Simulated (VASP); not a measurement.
Write the native input for VASP 6.6.1 that does the following.

- Task: single point
- Functional: PBE
- Potentials or basis: VASP PAW PBE potentials, release 64 (Hf_pv)
- Cutoff: 520 eV
- k mesh: 15 × 15 × 8
- Occupations: gaussian, width 0.1 eV
- Spin: no spin polarisation
- Dipole correction: no
- Further INCAR settings: ALGO = Normal; EDIFF = 1e-06; NBANDS = 17

The structure of Hf lies in POSCAR:

```
Hf
1.0
    3.2047645027      0.0000000000      0.0000000000
   -1.6023822513      2.7754074725      0.0000000000
    0.0000000000      0.0000000000      5.0675772818
Hf
2
Direct
    0.3333333333      0.6666666667      0.7500000000
    0.6666666667      0.3333333333      0.2500000000
```

One way to write it, as run:

INCAR

```
ALGO = Normal
EDIFF = 1E-6
ENCUT = 520
GGA = PE
ISIF = 2
ISMEAR = 0
LASPH = True
LCHARG = True
LELF = True
LREAL = False
LVHAR = True
LWAVE = False
NBANDS = 17
NELM = 60
PREC = Accurate
SIGMA = 0.1
```

KPOINTS

```
k-points
0
Gamma
  15 15 8
```

Potentials or basis: VASP PAW PBE potentials, release 64 (Hf_pv).

Command:

```bash
$ cat potpaw_PBE.64/Hf_pv/POTCAR > POTCAR
$ mpirun -np 1 vasp_std > vasp.out
```

Results of the run:

```
Pressure               : -0.4 GPa
Band gap on the k mesh : zero (bands 10 and 11 overlap by 1.61 eV)
```

Caveat: spin-orbit coupling is left out, which moves the levels of the heavy elements.

It took 50 s on 1 thread of Intel(R) Xeon(R) Platinum 8488C (Sapphire Rapids) (shared host), peak memory 0.22 GiB.
